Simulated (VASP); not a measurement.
Set up this calculation in VASP 6.6.1, as the native input.

```
Task                   : single point
Functional             : r2SCAN
Dispersion             : D3(BJ)
Potentials or basis    : VASP PAW PBE potentials, release 64 (Te, Mo_sv)
Cutoff                 : 520 eV
k mesh                 : 4 × 8 × 2
Occupations            : fermi-dirac, width 0.05 eV
Spin                   : no spin polarisation
Dipole correction      : no
Further INCAR settings : ALGO = Normal; EDIFF = 1e-06; NBANDS = 64
```

The system is Te2Mo.

```
CELL_PARAMETERS angstrom
6.33629 0.00000 0.05430
0.00000 3.49360 0.00000
-0.82912 0.00000 14.14387
ATOMIC_POSITIONS crystal
Te 0.93956 0.75000 0.60219
Te 0.06044 0.25000 0.39781
Te 0.90562 0.25000 0.85520
Te 0.09438 0.75000 0.14480
Te 0.41556 0.75000 0.89799
Te 0.58444 0.25000 0.10201
Te 0.43538 0.25000 0.64461
Te 0.56462 0.75000 0.35539
Mo 0.81892 0.75000 0.99302
Mo 0.18108 0.25000 0.00698
Mo 0.67958 0.25000 0.49347
Mo 0.32042 0.75000 0.50653
```

One way to write it, as run:

POSCAR

```
Te2Mo
1.0
    6.3362919704      0.0000000000      0.0542998499
    0.0000000000      3.4935985239      0.0000000000
   -0.8291200340      0.0000000000     14.1438699976
Te Mo
8 4
Direct
    0.9395557873      0.7500000000      0.6021914148
    0.0604442127      0.2500000000      0.3978085852
    0.9056223836      0.2500000000      0.8552023061
    0.0943776164      0.7500000000      0.1447976939
    0.4155635445      0.7500000000      0.8979889922
    0.5844364555      0.2500000000      0.1020110078
    0.4353815549      0.2500000000      0.6446097657
    0.5646184451      0.7500000000      0.3553902343
    0.8189198032      0.7500000000      0.9930151650
    0.1810801968      0.2500000000      0.0069848350
    0.6795791579      0.2500000000      0.4934659090
    0.3204208421      0.7500000000      0.5065340910
```

INCAR.step1

```
PREC     = Accurate       # precision mode
ENCUT    = 520            # plane-wave cutoff, eV
ISMEAR   = -1             # smearing method
SIGMA    = 0.05           # smearing width, eV
LREAL    = False          # projectors in reciprocal space
LASPH    = True           # aspherical terms in the spheres
NELM     = 80             # most SCF steps
NBANDS   = 64             # bands
GGA      = PE             # functional
ALGO     = Normal         # electronic algorithm
EDIFF    = 1E-4           # SCF threshold, eV
LWAVE    = True           # write WAVECAR
LCHARG   = False          # write CHGCAR
```

INCAR.step2

```
PREC     = Accurate       # precision mode
ENCUT    = 520            # plane-wave cutoff, eV
EDIFF    = 1E-6           # SCF threshold, eV
ISMEAR   = -1             # smearing method
SIGMA    = 0.05           # smearing width, eV
LREAL    = False          # projectors in reciprocal space
LASPH    = True           # aspherical terms in the spheres
NELM     = 80             # most SCF steps
ALGO     = Normal         # electronic algorithm
ISIF     = 2              # what is computed and relaxed
LWAVE    = False          # write WAVECAR
LCHARG   = False          # write CHGCAR
METAGGA  = R2SCAN         # meta-GGA
LMIXTAU  = True         
IVDW     = 12             # dispersion correction
VDW_S6   = 1.0          
VDW_S8   = 0.78981345   
VDW_A1   = 0.49484001   
VDW_A2   = 5.73083694   
NBANDS   = 64             # bands
ISTART   = 1
```

KPOINTS

```
regular mesh
0
Gamma
  4 8 2
```

Potentials or basis: VASP PAW PBE potentials, release 64 (Te, Mo_sv).

The run is started by

```console
$ cat potpaw_PBE.64/Te/POTCAR potpaw_PBE.64/Mo_sv/POTCAR > POTCAR
$ cp INCAR.step1 INCAR
$ mpirun -np 1 vasp_std > vasp.out
$ cp INCAR.step2 INCAR
$ mpirun -np 1 vasp_std > vasp.out
```

Results of the run:

The pressure is -0.3 GPa. The largest force is 0.029 eV/Å. The band gap on the k mesh is zero (bands 52 and 53 overlap by 0.04 eV) and the dispersion energy per atom is -0.240 eV.

Caveat: three body term missing; the PAW data sets were made with another functional, which shifts forces and pressure a little; spin-orbit coupling is left out, which moves the levels of the heavy elements.

It took 53 min on 1 thread of Oxide Virtual Turin-like Processor, with other jobs on the host, peak memory 0.66 GiB.
